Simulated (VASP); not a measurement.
The system is Nb.

```
Nb
1.0
    -1.66395    1.66395    1.66395
     1.66395   -1.66395    1.66395
     1.66395    1.66395   -1.66395
Nb
1
Direct
  0.00000 0.00000 0.00000
```

| Quantity | Value |
| --- | --- |
| Program | VASP 6.6.1 |
| Task | relaxation of volume and atoms at fixed shape |
| Functional | r2SCAN |
| Potentials or basis | VASP PAW PBE potentials, release 64 (Nb_sv) |
| Cutoff | 600 eV |
| k mesh | 20 × 20 × 20 |
| Occupations | methfessel-paxton, width 0.05 eV |
| Spin | no spin polarisation |

At the start: pressure -4.1 GPa; volume 18.43 Å³/atom.

How do energy, volume and symmetry change on relaxing?

Over 3 steps the energy falls by 5.7 meV/atom and the volume is 17.99 Å³/atom (-2.4 %); space group Im-3m (No. 229, to 0.1 Å) before and after.

The path:
```
step  energy change (eV)  largest force (eV/Å)  pressure (GPa)  volume (Å³)
   1              0.0000                0.0000           -4.06        18.43
   2              0.0142                0.0000            8.44        17.21
   3             -0.0057                0.0000           -0.08        17.99
```

Final structure:
```cif
data_structure
_symmetry_space_group_name_H-M 'P 1'
_symmetry_Int_Tables_number 1
_cell_length_a 2.8593
_cell_length_b 2.8593
_cell_length_c 2.8593
_cell_angle_alpha 109.471
_cell_angle_beta 109.471
_cell_angle_gamma 109.471
_cell_volume 17.99
loop_
_atom_site_label
_atom_site_type_symbol
_atom_site_fract_x
_atom_site_fract_y
_atom_site_fract_z
_atom_site_occupancy
Nb1 Nb 0.00000 0.00000 0.00000 1
```

Caveat: the PAW data sets were made with another functional, which shifts forces and pressure a little.
